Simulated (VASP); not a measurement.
A run of VASP 6.6.1:

INCAR

```
SYSTEM = KF
ALGO     = Normal         ! electronic algorithm
EDIFF    = 1E-6           ! SCF threshold, eV
EDIFFG   = -0.01          ! ionic threshold
ENCUT    = 600            ! plane-wave cutoff, eV
GGA      = PE             ! functional
IBRION   = 2              ! ionic algorithm
ISIF     = 3              ! what is computed and relaxed
ISMEAR   = 0              ! smearing method
LASPH    = .True.         ! aspherical terms in the spheres
LCHARG   = .False.        ! write CHGCAR
LREAL    = .False.        ! projectors in reciprocal space
LWAVE    = .False.        ! write WAVECAR
NELM     = 80             ! most SCF steps
NSW      = 100            ! ionic steps
PREC     = Accurate       ! precision mode
SIGMA    = 0.02           ! smearing width, eV
```

File KPOINTS:

```
k-points
0
Gamma
  8 8 8
  0 0 0
```

File POSCAR:

```
KF
1.0
    0.0000000000      2.9874966000      2.9874966000
    2.9874966000      0.0000000000      2.9874966000
    2.9874966000      2.9874966000      0.0000000000
K F
1 1
Direct
    0.0000000000      0.0000000000      0.0000000000
    0.7500000000      0.7500000000      0.7500000000
```

Potentials or basis: VASP PAW PBE potentials, release 64 (K_sv, F).

The run is started by

```bash
$ cat potpaw_PBE.64/K_sv/POTCAR potpaw_PBE.64/F/POTCAR > POTCAR
$ mpirun -np 1 vasp_std > vasp.out
```

Hardware: 1 thread of Intel Xeon 8259CL, with other jobs on the host.

Estimate the wall time of this run.

It took 81 s on 1 thread of Intel Xeon 8259CL, on a shared host, peak memory 0.22 GiB. Counts: scf iterations 34, k points 29, ion steps 4.
